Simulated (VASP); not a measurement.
A run of VASP 6.6.1 is set up as follows.

The input INCAR:

```
PREC = Accurate
ENCUT = 520
EDIFF = 1E-6
ISMEAR = -1
SIGMA = 0.05
LREAL = False
LASPH = True
NELM = 80
ALGO = Normal
ISIF = 2
LWAVE = False
LCHARG = True
GGA = PE
LELF = True
LVHAR = True
NBANDS = 16
```

Contents of KPOINTS:

```
regular mesh
0
Gamma
  6 6 2
```

The input POSCAR:

```
SiC
1.0
    3.0760000000      0.0000000000      0.0000000000
   -1.5380000000      2.6638940000      0.0000000000
    0.0000000000      0.0000000000      5.0480000000
Si C
2 2
Direct
    0.3333333333      0.6666666667      0.0000000000
    0.6666666667      0.3333333333      0.5000000000
    0.3333333333      0.6666666667      0.3850000000
    0.6666666667      0.3333333333      0.8850000000
```

Potentials or basis: VASP PAW PBE potentials, release 64 (Si, C).

Run with:

```console
$ cat potpaw_PBE.64/Si/POTCAR potpaw_PBE.64/C/POTCAR > POTCAR
$ mpirun -np 1 vasp_std > vasp.out
```

**Question.** What does it give for the band gap on the k mesh?

**Answer.** 2.32 eV, indirect (least direct gap 4.07 eV).

**Question.** Estimate the pressure.

**Answer.** 3.7 GPa.

**Question.** What does it give for the largest force?

**Answer.** 0.722 eV/Å.

Stress tensor (GPa, compression positive):
```
5.10 0.00 0.00
0.00 5.10 0.00
0.00 0.00 1.00
```

Caveat: the k points lie up to 0.62 Å⁻¹ apart. A k mesh can miss the band edges.
